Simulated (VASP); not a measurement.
# Os in VASP: a series of runs, part 2 of 2

VASP 6.6.1. Earlier steps stand in the parts before.

## 3. Single point, LDA

File INCAR:

```
ALGO = Normal ; DIPOL = 0.5 0.5 0.500
EDIFF = 1E-6 ; ENCUT = 520
IDIPOL = 3 ; ISIF = 2
ISMEAR = -1 ; LASPH = T
LCHARG = T ; LDIPOL = T
LELF = T ; LREAL = F
LVACPOTAV = T ; LVHAR = T
LWAVE = F ; NBANDS = 33
NELM = 100 ; PREC = Accurate
SIGMA = 0.05
```

File KPOINTS:

```
k-points
0
Gamma
  13 9 1
```

File POSCAR:

```
Os
1.0
    2.7147872332      0.0000000000      0.0000000000
    0.0000000000      4.2926626049      0.0000000000
    0.0000000000      0.0000000000     21.4858000000
Os
6
Direct
    0.7500000000      0.7500000000      0.3788121569
    0.2500000000      0.2500000000      0.4079939599
    0.2500000000      0.7500000000      0.4833559938
    0.7500000000      0.2500000000      0.5166440049
    0.7500000000      0.7500000000      0.5920060404
    0.2500000000      0.2500000000      0.6211878441
```

Potentials or basis: VASP PAW LDA potentials, release 64 (Os).

Started as:

```sh
$ cat potpaw_LDA.64/Os/POTCAR > POTCAR
$ mpirun -np 1 vasp_std > vasp.out
```

OUTCAR:

```text
EDIFF = 1E-6
   ENCUT = 520
   ISIF = 2
   ISMEAR = -1
   LASPH = T
   LREAL = F
   NELM = 100
   PREC = Accurate

 ion  position               nearest neighbor table
   1  0.750  0.750  0.379-   2 2.62   2 2.62   2 2.62   2 2.62   3 2.62   3 2.62
   2  0.250  0.250  0.408-   1 2.62   1 2.62   1 2.62   1 2.62   3 2.69   3 2.69   4 2.70   4 2.70

   3  0.250  0.750  0.483-   1 2.62   1 2.62   4 2.64   4 2.64   4 2.64   4 2.64   2 2.69   2 2.69
                             5 2.70   5 2.70
   4  0.750  0.250  0.517-   6 2.62   6 2.62   3 2.64   3 2.64   3 2.64   3 2.64   5 2.69   5 2.69
                             2 2.70   2 2.70
   5  0.750  0.750  0.592-   6 2.62   6 2.62   6 2.62   6 2.62   4 2.69   4 2.69   3 2.70   3 2.70

   6  0.250  0.250  0.621-   5 2.62   5 2.62   5 2.62   5 2.62   4 2.62   4 2.62

  LATTYP: Found a simple orthorhombic cell.
 ALAT       =     2.7147872332
 B/A-ratio  =     1.5812151142
 C/A-ratio  =     7.9143587156

  Lattice vectors:

 A1 = (   2.7147872332,   0.0000000000,   0.0000000000)
 A2 = (   0.0000000000,   4.2926626049,   0.0000000000)
 A3 = (   0.0000000000,   0.0000000000,  21.4858000000)

Analysis of symmetry for initial positions (statically):
=====================================================================
 Subroutine PRICEL returns:
 Original cell was already a primitive cell.

 Routine SETGRP: Setting up the symmetry group for a
 simple orthorhombic supercell.

 Subroutine GETGRP returns: Found  8 space group operations
 (whereof  2 operations were pure point group operations)
 out of a pool of  8 trial point group operations.

The static configuration has the point symmetry S_2 .
 The point group associated with its full space group is D_2h.

Analysis of symmetry for dynamics (positions and initial velocities):
=====================================================================
 Subroutine PRICEL returns:
 Original cell was already a primitive cell.

 Routine SETGRP: Setting up the symmetry group for a
 simple orthorhombic supercell.

 Subroutine GETGRP returns: Found  8 space group operations
 (whereof  2 operations were pure point group operations)
 out of a pool of  8 trial point group operations.

The dynamic configuration has the point symmetry S_2 .
 The point group associated with its full space group is D_2h.

 Subroutine INISYM returns: Found  8 space group operations
 (whereof  2 operations are pure point group operations),
 and found     1 'primitive' translations

----------------------------------------------------------------------------------------

                                     Primitive cell

  volume of cell :     250.3883

  direct lattice vectors                    reciprocal lattice vectors
     2.714787233  0.000000000  0.000000000     0.368352992  0.000000000  0.000000000
     0.000000000  4.292662605  0.000000000     0.000000000  0.232955648  0.000000000
     0.000000000  0.000000000 21.485800000     0.000000000  0.000000000  0.046542368

  length of vectors
     2.714787233  4.292662605 21.485800000     0.368352992  0.232955648  0.046542368

  position of ions in fractional coordinates (direct lattice)
     0.750000000  0.750000000  0.378812157
     0.250000000  0.250000000  0.407993960
     0.250000000  0.750000000  0.483355994
     0.750000000  0.250000000  0.516644005
     0.750000000  0.750000000  0.592006040
     0.250000000  0.250000000  0.621187844

  ion indices of the primitive-cell ions
   primitive index   ion index
[... 37 lines left out ...]
  0.153846  0.000000  0.000000      2.000000
  0.230769  0.000000  0.000000      2.000000
  0.307692  0.000000  0.000000      2.000000
  0.384615  0.000000  0.000000      2.000000
[... 16 lines left out ...]
  0.076923  0.333333  0.000000      4.000000
  0.153846  0.333333  0.000000      4.000000
 [... further k-points ...]
   k-points           NKPTS =     35   k-points in BZ     NKDIM =     35   number of bands    NBANDS=     33
   number of dos      NEDOS =    301   number of ions     NIONS =      6
   total plane-waves  NPLWV = 102400
   dimension x,y,z NGX =    20 NGY =   32 NGZ =  160
   dimension x,y,z NGXF=    40 NGYF=   64 NGZF=  320
   ions per type =               6
   NGX,Y,Z   is equivalent  to a cutoff of  12.25, 12.39, 12.38 a.u.
   NGXF,Y,Z  is equivalent  to a cutoff of  24.49, 24.79, 24.76 a.u.
 SYSTEM =  unknown system
   PREC   = accura    normal or accurate (medium, high low for compatibility)
   ISTART =      0    job   : 0-new  1-cont  2-samecut
   ICHARG =      2    charge: 1-file 2-atom 10-const
   ISPIN  =      1    spin polarized calculation?
   LNONCOLLINEAR =      F non collinear calculations
   LSORBIT =      F    spin-orbit coupling
   LASPH  =      T    aspherical Exc in radial PAW
   ENCUT  =  520.0 eV  38.22 Ry    6.18 a.u.   5.05  7.98 39.95*2*pi/ulx,y,z
   NELM   =    100;   NELMIN=  2; NELMDL= -5     # of ELM steps
   EDIFF  = 0.1E-05   stopping-criterion for ELM
   LREAL  =      F    real-space projection
   EDIFFG = 0.1E-04   stopping-criterion for IOM
   NSW    =      0    number of steps for IOM
   IBRION =     -1    ionic relax: 0-MD 1-quasi-New 2-CG
   NFREE  =      0    steps in history (QN), initial steepest desc. (CG)
   ISIF   =      2    stress and relaxation
   ISYM   =      2    0-nonsym 1-usesym 2-fastsym
   POTIM  = 0.5000    time-step for ionic-motion
   TEBEG  =    0.0;   TEEND  =   0.0 temperature during run
   PSTRESS=    0.0 pullay stress
   NELECT =      48.0000    total number of electrons
   NUPDOWN=      -1.0000    fix difference up-down
   EMIN   =  10.00;   EMAX   =-10.00  energy-range for DOS
   EFERMI =   0.00;   METHOD = LEGACY
   ISMEAR =    -1;   SIGMA  =   0.05  broadening in eV -4-tet -1-fermi 0-gaus
   EFERMI_NEDOS =   21; number of points for ismear=-14 and -15
   IALGO  =     38    algorithm
   IMIX   =      4    mixing-type and parameters
     AMIX     =   0.40;   BMIX     =  1.00
     AMIX_MAG =   1.60;   BMIX_MAG =  1.00
  volume/ion in A,a.u.               =      41.73       281.62
  Fermi-wavevector in a.u.,A,eV,Ry     =   0.943953  1.783813 12.123444  0.891048
  Thomas-Fermi vector in A             =   2.071711
   LORBIT       =      0    0 simple, 1 ext, 2 COOP (PROOUT), +10 PAW based schemes
   GGA     = CA    functional components
   LHFCALC =     F    Hartree Fock is set to
   AEXX    =    0.0000 exact exchange contribution
   IVDW    =     0    specifies the selected vdW correction
   LEPSILON=     F    determine dielectric tensor
   LRPA    =     F    only Hartree local field effects (RPA)
 non-spin polarized calculation
  energy-cutoff  :      520.00
  volume of cell :      250.39
 maximum number of plane-waves:      6805
   NGX = 11   NGY = 15   NGZ = 79

 number of electron      47.9999996 magnetization

 dipolmoment           0.000000      0.000000      0.000000 electrons x Angstroem

 Free energy of the ion-electron system (eV)
  ---------------------------------------------------
  ext. energy  EPLUGINS =         0.00000000
  ---------------------------------------------------
  free energy    TOTEN  =       -70.24313518 eV

  energy without entropy =      -70.18533374  energy(sigma->0) =      -70.21423446

 E-fermi :  -0.4762     XC(G=0):  -5.7072

 val. band max:       -0.4811543733   @ k =   0.1538   0.3333   0.0000
 cond. band min:      -0.4733091534   @ k =   0.4615   0.1111   0.0000
 fundamental gap:      0.0078452199
 Fermi energy:        -0.4762183044

 k-point     1 :       0.0000    0.0000    0.0000
  band No.  band energies     occupation
      1     -10.8638      2.00000
      2      -8.8230      2.00000
      3      -7.9504      2.00000
      4      -7.9317      2.00000
      5      -7.5927      2.00000
      6      -6.8535      2.00000
[... 853 lines left out ...]
     32       1.4983      0.00000
     33       2.0439      0.00000

 [... further k-points ...]
[... 5 lines left out ...]
  --------------------------------------------------------------------------------------
  -------------------------------------------------------------------------------------
  Total       -6.6228909     -3.2035090      0.2938330      0.0000000      0.0000000      0.0000000
  in kB      -42.3783554    -20.4985170      1.8801695      0.0000000      0.0000000      0.0000000
  external PRESSURE =     -20.3322343 kB  Pullay stress =       0.0000000 kB

 VOLUME and BASIS-vectors are now :
 -----------------------------------------------------------------------------
  energy-cutoff  :      520.00
  volume of cell :      250.39
      direct lattice vectors                 reciprocal lattice vectors
     2.714787233  0.000000000  0.000000000     0.368352992  0.000000000  0.000000000
     0.000000000  4.292662605  0.000000000     0.000000000  0.232955648  0.000000000
     0.000000000  0.000000000 21.485800000     0.000000000  0.000000000  0.046542368

 POSITION                                       TOTAL-FORCE (eV/Angst)
 -----------------------------------------------------------------------------------
      2.03609      3.21950      8.13908         0.000000     -0.000000     -0.028127
      0.67870      1.07317      8.76608         0.000000     -0.000000     -0.065973
      0.67870      3.21950     10.38529        -0.000000     -0.000000     -0.020891
      2.03609      1.07317     11.10051         0.000000     -0.000000      0.020891
      2.03609      3.21950     12.71972         0.000000     -0.000000      0.065973
      0.67870      1.07317     13.34672         0.000000      0.000000      0.028127
 -----------------------------------------------------------------------------------
    total drift:                               -0.000000     -0.000000      0.000036

  FREE ENERGIE OF THE ION-ELECTRON SYSTEM (eV)
  ---------------------------------------------------
  free  energy   TOTEN  =       -70.2431351842 eV

  energy  without entropy=      -70.1853337406  energy(sigma->0) =      -70.21423446

 vacuum level on the upper side and lower side of the slab         5.038         5.038
```

It took 4.4 min on 1 thread of Intel Xeon 6975P-C (Granite Rapids), shared host; peak memory 0.37 GiB.

What came out:

```
Free energy            : -70.2431 eV
Largest force          : 0.066 eV/Å
Band gap on the k mesh : zero (bands 24 and 25 overlap by 1.49 eV)
```

Forces on the atoms (eV/Å):
```
Os   0.000  0.000 -0.028
Os   0.000  0.000 -0.066
Os   0.000  0.000 -0.021
Os   0.000  0.000  0.021
Os   0.000  0.000  0.066
Os   0.000  0.000  0.028
```

Levels at points of the mesh, in eV from the Fermi level:
```
           k point  band 21  band 22  band 23  band 24  band 25  band 26  band 27  band 28  band 29  band 30
(0.00, 0.00, 0.00)    -1.63    -1.27    -1.01    -0.76    -0.73    -0.50    -0.21     0.27     1.85     1.89
```

Caveat: spin-orbit coupling is left out, which moves the levels of the heavy elements.

The gap in the log of VASP goes by the Fermi energy; the results here count the filled bands.